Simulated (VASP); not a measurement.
# Ta2Ti (Fd-3m) in VASP: relaxation of cell and atoms with PBE

Aim: the relaxation of cell and atoms of Ta2Ti with PBE.

Everything below comes from runs of VASP 6.6.1. Logs are shortened: lines on timing, memory, paths and dates and some standing lists are left out, and cuts for length are marked.

**1. The cell of the first run**

Symmetry: Fd-3m, No. 227, cubic system. Conventional cell: a = 7.710 Å, b = 7.710 Å, c = 7.710 Å, α = 90.00°, β = 90.00°, γ = 90.00°. Within 4.2 Å of Ti (site symmetry -43m) lie 12 Ta at 3.20 Å and 4 Ti at 3.34 Å. Within 3.6 Å of Ta (site symmetry -3m) lie 6 Ta at 2.73 Å and 6 Ti at 3.20 Å.

**2. Relaxation of cell and atoms, PBE**

Input file INCAR:

```
  PREC = Accurate
  ENCUT = 600
  EDIFF = 1E-6
  ISMEAR = 0
  SIGMA = 0.1
  LREAL = F
  LASPH = T
  NELM = 100
  ALGO = Fast
  ISIF = 3
  LWAVE = F
  LCHARG = F
  GGA = PE
  IBRION = 2
  NSW = 100
  EDIFFG = -0.01
```

Input file KPOINTS:

```
regular mesh
0
Gamma
  8 8 8
```

Input file POSCAR:

```
Ta2Ti
1.0
    0.0000000000      3.8552121697      3.8552121697
    3.8552121697      0.0000000000      3.8552121697
    3.8552121697      3.8552121697      0.0000000000
Ti Ta
2 4
Direct
    0.5000000000      0.5000000000      0.5000000000
    0.7500000000      0.7500000000      0.7500000000
    0.1250000000      0.1250000000      0.1250000000
    0.6250000000      0.1250000000      0.1250000000
    0.1250000000      0.1250000000      0.6250000000
    0.1250000000      0.6250000000      0.1250000000
```

Potentials or basis: VASP PAW PBE potentials, release 64 (Ti_sv, Ta_pv).

On the command line:

```
> cat potpaw_PBE.64/Ti_sv/POTCAR potpaw_PBE.64/Ta_pv/POTCAR > POTCAR
> mpirun -np 1 vasp_std > vasp.out
```

OUTCAR:

```text
PREC = Accurate
   ENCUT = 600
   EDIFF = 1E-6
   ISMEAR = 0
   LREAL = F
   LASPH = T
   NELM = 100
   ISIF = 3
   GGA = PE
   IBRION = 2
   NSW = 100
   EDIFFG = -0.01

 ion  position               nearest neighbor table
   1  0.500  0.500  0.500-   3 3.20   5 3.20   6 3.20   3 3.20   4 3.20   5 3.20   3 3.20   4 3.20
                             6 3.20   4 3.20   5 3.20   6 3.20
   2  0.750  0.750  0.750-   4 3.20   5 3.20   6 3.20   3 3.20   4 3.20   6 3.20   3 3.20   4 3.20
                             5 3.20   3 3.20   5 3.20   6 3.20
   3  0.125  0.125  0.125-   4 2.73   5 2.73   6 2.73   5 2.73   6 2.73   4 2.73   1 3.20   2 3.20
                             1 3.20   2 3.20   1 3.20   2 3.20
   4  0.625  0.125  0.125-   3 2.73   5 2.73   6 2.73   3 2.73   5 2.73   6 2.73   2 3.20   1 3.20
                             1 3.20   2 3.20   2 3.20   1 3.20
   5  0.125  0.125  0.625-   3 2.73   3 2.73   4 2.73   6 2.73   6 2.73   4 2.73   1 3.20   2 3.20
                             1 3.20   2 3.20   1 3.20   2 3.20
   6  0.125  0.625  0.125-   3 2.73   5 2.73   3 2.73   4 2.73   5 2.73   4 2.73   2 3.20   1 3.20
                             2 3.20   2 3.20   1 3.20   1 3.20

  LATTYP: Found a face centered cubic cell.
 ALAT       =     7.7104243394

  Lattice vectors:

 A1 = (   0.0000000000,   3.8552121697,   3.8552121697)
 A2 = (   3.8552121697,   0.0000000000,   3.8552121697)
 A3 = (   3.8552121697,   3.8552121697,   0.0000000000)

Analysis of symmetry for initial positions (statically):
=====================================================================
 Subroutine PRICEL returns:
 Original cell was already a primitive cell.

 Routine SETGRP: Setting up the symmetry group for a
 face centered cubic supercell.

 Subroutine GETGRP returns: Found 48 space group operations
 (whereof 24 operations were pure point group operations)
 out of a pool of 48 trial point group operations.

The static configuration has the point symmetry T_d .
 The point group associated with its full space group is O_h .

Analysis of symmetry for dynamics (positions and initial velocities):
=====================================================================
 Subroutine PRICEL returns:
 Original cell was already a primitive cell.

 Routine SETGRP: Setting up the symmetry group for a
 face centered cubic supercell.

 Subroutine GETGRP returns: Found 48 space group operations
 (whereof 24 operations were pure point group operations)
[... 110 lines left out ...]
   NELM   =    100;   NELMIN=  2; NELMDL= -5     # of ELM steps
   EDIFF  = 0.1E-05   stopping-criterion for ELM
   LREAL  =      F    real-space projection
   EDIFFG = -.1E-01   stopping-criterion for IOM
   NSW    =    100    number of steps for IOM
   IBRION =      2    ionic relax: 0-MD 1-quasi-New 2-CG
   NFREE  =      1    steps in history (QN), initial steepest desc. (CG)
   ISIF   =      3    stress and relaxation
   ISYM   =      2    0-nonsym 1-usesym 2-fastsym
   POTIM  = 0.5000    time-step for ionic-motion
   TEBEG  =    0.0;   TEEND  =   0.0 temperature during run
   PSTRESS=    0.0 pullay stress
   NELECT =      68.0000    total number of electrons
   NUPDOWN=      -1.0000    fix difference up-down
   EMIN   =  10.00;   EMAX   =-10.00  energy-range for DOS
   EFERMI =   0.00;   METHOD = LEGACY
   ISMEAR =     0;   SIGMA  =   0.10  broadening in eV -4-tet -1-fermi 0-gaus
   EFERMI_NEDOS =   21; number of points for ismear=-14 and -15
   IALGO  =     68    algorithm
   IMIX   =      4    mixing-type and parameters
     AMIX     =   0.40;   BMIX     =  1.00
     AMIX_MAG =   1.60;   BMIX_MAG =  1.00
  volume/ion in A,a.u.               =      19.10       128.89
  Fermi-wavevector in a.u.,A,eV,Ry     =   1.375687  2.599671 25.749212  1.892514
  Thomas-Fermi vector in A             =   2.501000
   LORBIT       =      0    0 simple, 1 ext, 2 COOP (PROOUT), +10 PAW based schemes
   GGA     = PE    functional components
   LHFCALC =     F    Hartree Fock is set to
   AEXX    =    0.0000 exact exchange contribution
   IVDW    =     0    specifies the selected vdW correction
   LEPSILON=     F    determine dielectric tensor
   LRPA    =     F    only Hartree local field effects (RPA)
 conjugate gradient relaxation of ions
 non-spin polarized calculation
 RMM-DIIS sequential band-by-band and
 Gauss-broadening in eV      SIGMA  =   0.10
  energy-cutoff  :      600.00
  volume of cell :      114.60
 maximum number of plane-waves:      3860
 NGX is ok and might be reduce to    48
   NGX = 21   NGY = 21   NGZ = 21

 number of electron      68.0000006 magnetization

 Free energy of the ion-electron system (eV)
  ---------------------------------------------------
  ext. energy  EPLUGINS =         0.00000000
  ---------------------------------------------------
  free energy    TOTEN  =       -61.29656762 eV

  energy without entropy =      -61.21351427  energy(sigma->0) =      -61.25504095

 E-fermi :   5.5115     XC(G=0): -11.8411

 val. band max:        5.5078404399   @ k =   0.5000   0.3750   0.1250
 cond. band min:       5.5141079334   @ k =   0.3750   0.2500   0.1250
 fundamental gap:      0.0062674935
 Fermi energy:         5.5115224744

 k-point     1 :       0.0000    0.0000    0.0000
  band No.  band energies     occupation
      1     -51.2926      2.00000
      2     -51.2791      2.00000
      3     -29.2345      2.00000
      4     -28.3865      2.00000
      5     -28.3865      2.00000
      6     -28.3865      2.00000
[... 1021 lines left out ...]
     39       7.0645      0.00000
     40       7.3843      0.00000

 [... further k-points ...]
[... 5 lines left out ...]
  --------------------------------------------------------------------------------------
  -------------------------------------------------------------------------------------
  Total        0.0063281      0.0063281      0.0063281      0.0000000      0.0000000     -0.0000000
  in kB        0.0884721      0.0884721      0.0884721      0.0000000      0.0000000     -0.0000000
  external PRESSURE =       0.0884721 kB  Pullay stress =       0.0000000 kB

 VOLUME and BASIS-vectors are now :
 -----------------------------------------------------------------------------
  energy-cutoff  :      600.00
  volume of cell :      114.60
      direct lattice vectors                 reciprocal lattice vectors
     0.000000000  3.855212170  3.855212170    -0.129694548  0.129694548  0.129694548
     3.855212170  0.000000000  3.855212170     0.129694548 -0.129694548  0.129694548
     3.855212170  3.855212170  0.000000000     0.129694548  0.129694548 -0.129694548

 POSITION                                       TOTAL-FORCE (eV/Angst)
 -----------------------------------------------------------------------------------
      3.85521      3.85521      3.85521         0.000000      0.000000      0.000000
      5.78282      5.78282      5.78282        -0.000000     -0.000000     -0.000000
      0.96380      0.96380      0.96380         0.000000     -0.000000      0.000000
      0.96380      2.89141      2.89141         0.000000     -0.000000      0.000000
      2.89141      2.89141      0.96380         0.000000     -0.000000      0.000000
      2.89141      0.96380      2.89141         0.000000     -0.000000      0.000000
 -----------------------------------------------------------------------------------
    total drift:                               -0.000000     -0.000000      0.000000

  FREE ENERGIE OF THE ION-ELECTRON SYSTEM (eV)
  ---------------------------------------------------
  free  energy   TOTEN  =       -61.2965676246 eV

  energy  without entropy=      -61.2135142686  energy(sigma->0) =      -61.25504095

 reached required accuracy - stopping structural energy minimisation
```

OSZICAR:

```text
N       E                     dE             d eps       ncg     rms          rms(c)
DAV:   1     0.873539901894E+03    0.87354E+03   -0.39596E+04  2320   0.209E+03
DAV:   2     0.150444858631E+02   -0.85850E+03   -0.84631E+03  2320   0.616E+02
DAV:   3    -0.610729018448E+02   -0.76117E+02   -0.73700E+02  3536   0.145E+02
[... 30 lines left out ...]
RMM:  34    -0.612965623354E+02   -0.20601E-05   -0.24701E-05  2137   0.129E-02    0.547E-03
RMM:  35    -0.612965642696E+02   -0.19342E-05   -0.21650E-05  1959   0.114E-02    0.446E-03
RMM:  36    -0.612965656612E+02   -0.13917E-05   -0.17141E-05  2172   0.117E-02    0.175E-03
RMM:  37    -0.612965667966E+02   -0.11354E-05   -0.12936E-05  1768   0.935E-03    0.112E-03
RMM:  38    -0.612965676246E+02   -0.82799E-06   -0.91806E-06  1601   0.832E-03
   1 F= -.61296568E+02 E0= -.61255041E+02  d E =-.612966E+02
```

It took 9.4 min on 1 thread of Intel Xeon 6975P-C (Granite Rapids), shared host; peak memory 0.4 GiB.

What came out:

* Free energy: -61.2966 eV
* Pressure after relaxing: 0.0 GPa
* Band gap on the k mesh: zero (bands 34 and 35 overlap by 0.55 eV)

Final structure:
```
Ti Ta
1.0
     0.00000    3.85521    3.85521
     3.85521    0.00000    3.85521
     3.85521    3.85521    0.00000
Ti Ta
2 4
Direct
  0.50000 0.50000 0.50000
  0.75000 0.75000 0.75000
  0.12500 0.12500 0.12500
  0.62500 0.12500 0.12500
  0.12500 0.12500 0.62500
  0.12500 0.62500 0.12500
```

Caveat: the relaxation stopped at its first step, so nothing moved; spin-orbit coupling is left out, which moves the levels of the heavy elements.
